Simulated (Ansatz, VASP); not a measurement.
**MgZr2O2: VASP beside Ansatz**

```
Mg Zr O
1.0
     3.92208    0.00000    0.00000
     0.00000    3.92208    0.00000
     0.00000    0.00000    5.06233
Mg Zr O
1 2 2
Direct
  0.00000 0.00000 0.50000
  0.00000 0.00000 0.00000
  0.50000 0.50000 0.50000
  0.00000 0.50000 0.50000
  0.50000 0.00000 0.50000
```

Alike in both runs: task relaxation of cell and atoms; functional PBE; k mesh 4 × 4 × 4; occupations gaussian, width 0.1 eV; no spin polarisation.

|  | VASP | Ansatz |
| --- | --- | --- |
| version | VASP 6.6.1 | Ansatz 0.2.0 |
| potentials or method | VASP PAW PBE potentials, release 64 (Mg, Zr_sv, O), cutoff 600 eV | scalar-relativistic, plane waves, PAW |
| valence electrons in the cell | 38 | 46 |

|  | VASP | Ansatz | Ansatz less VASP |
| --- | --- | --- | --- |
| gap on the k mesh at the Fermi level, each at its own relaxed structure (eV) | none | none | - |
| relaxed volume (Å³/atom) | 20.94 | 21.06 | +0.122 |
| relaxed cell length with the largest relative difference (Å) | 6.063 | 6.097 | +0.0337 |

A gap of «none» marks a metal or a gap that the smearing closes. VASP's potentials hold 38 valence electrons a cell and Ansatz's 46, so a difference there can come from the potentials and not from the codes.

The k mesh is coarse, so the values compare programs but aren't converged. Noted on VASP's run: the volume moved by over 15 % at a fixed basis, so the end points are rough.
